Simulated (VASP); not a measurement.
A run of VASP 6.6.1 is set up as follows.

INCAR

```
SYSTEM = SiC
ALGO     = Normal         ! electronic algorithm
EDIFF    = 1E-8           ! SCF threshold, eV
ENCUT    = 520            ! plane-wave cutoff, eV
GGA      = PE             ! functional
ISIF     = 2              ! what is computed and relaxed
ISMEAR   = -1             ! smearing method
LASPH    = .TRUE.         ! aspherical terms in the spheres
LCHARG   = .FALSE.        ! write CHGCAR
LEFG     = .TRUE.       
LREAL    = .FALSE.        ! projectors in reciprocal space
LWAVE    = .FALSE.        ! write WAVECAR
NBANDS   = 11             ! bands
NELM     = 100            ! most SCF steps
PREC     = Accurate       ! precision mode
SIGMA    = 0.05           ! smearing width, eV
```

KPOINTS

```
k-points
0
G
  16 16 16
  0 0 0
```

The input POSCAR:

```
SiC
1.0
    0.0000000000      2.1919677570      2.1919677570
    2.1919677570      0.0000000000      2.1919677570
    2.1919677570      2.1919677570      0.0000000000
Si C
1 1
Direct
    0.0000000000      0.0000000000      0.0000000000
    0.7500000000      0.7500000000      0.7500000000
```

Potentials or basis: VASP PAW PBE potentials, release 64 (Si, C).

Command:

```sh
$ cat potpaw_PBE.64/Si/POTCAR potpaw_PBE.64/C/POTCAR > POTCAR
$ mpirun -np 1 vasp_std > vasp.out
```

(1) Predict the band gap on the k mesh.

(2) Predict the pressure.

Results:

(1) 1.37 eV, indirect (least direct gap 4.52 eV).

(2) -0.7 GPa.

Caveat: without QUAD_EFG the Cq values of the log hold for a quadrupole moment of 1 mb, not for the nuclei.
